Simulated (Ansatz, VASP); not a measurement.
Ru: VASP beside Ansatz

File INCAR:

```
SYSTEM = Ru
PREC = Accurate ; ENCUT = 600
EDIFF = 1E-7 ; ISMEAR = 0
SIGMA = 0.05 ; LREAL = .False.
LASPH = .True. ; NELM = 80
ALGO = Fast ; ISIF = 3
LWAVE = .False. ; LCHARG = .False.
GGA = PE ; IBRION = 2
NSW = 80 ; EDIFFG = -0.01
```

File KPOINTS:

```
Automatic mesh
0
Gamma
  18 18 10
  0 0 0
```

File POSCAR:

```
Ru
1.0
    2.7058000000      0.0000000000      0.0000000000
   -1.3529000000      2.3432915376      0.0000000000
    0.0000000000      0.0000000000      4.2819000000
Ru
2
Direct
    0.3333333333      0.6666666667      0.2500000000
    0.6666666667      0.3333333333      0.7500000000
```

Input for Ansatz:

```yaml
crystal:
  lattice:
    - [2.7058, 0.0, 0.0]
    - [-1.3529, 2.3432915376, 0.0]
    - [0.0, 0.0, 4.2819]
  atoms:
    - { symbol: Ru, position: [0.3333333333, 0.6666666667, 0.25] }
    - { symbol: Ru, position: [0.6666666667, 0.3333333333, 0.75] }
basis:
  ecutwfc: 420
  ecutrho_ratio: 4
kpoints:
  mp_grid: { grid: [18, 18, 10] }
hamiltonian:
  xc: pbe
  pseudopotentials: { kind: paw, frozen_core: stored }
scf:
  occupations: { method: gaussian, width: 0.05 }
output:
  forces: true
  stress: true
  eigenvalues: true
relax:
  f_tol: 0.01
  max_steps: 60
  cell: { stress_tol: 0.04 }
```

Alike in both runs: task relaxation of cell and atoms; functional PBE; k mesh 18 × 18 × 10; occupations gaussian, width 0.05 eV; no spin polarisation.

|  | VASP | Ansatz |
| --- | --- | --- |
| version | VASP 6.6.1 | Ansatz 0.2.0 |
| potentials or method | VASP PAW PBE potentials, release 64 (Ru_pv), cutoff 600 eV | scalar-relativistic, plane waves, PAW |
| valence electrons in the cell | 28 | 32 |

Ansatz gave:

- gap on the k mesh at the Fermi level, each at its own relaxed structure (eV): none
- relaxed volume (Å³/atom): 13.76
- relaxed cell length with the largest relative difference (Å): 2.720

Task: Which values does VASP return?

Result: gap on the k mesh at the Fermi level, each at its own relaxed structure (eV): none; relaxed volume (Å³/atom): 13.76; relaxed cell length with the largest relative difference (Å): 2.719.

A gap of «none» marks a metal or a gap that the smearing closes. VASP's potentials hold 28 valence electrons a cell and Ansatz's 32, so a difference there can come from the potentials and not from the codes.
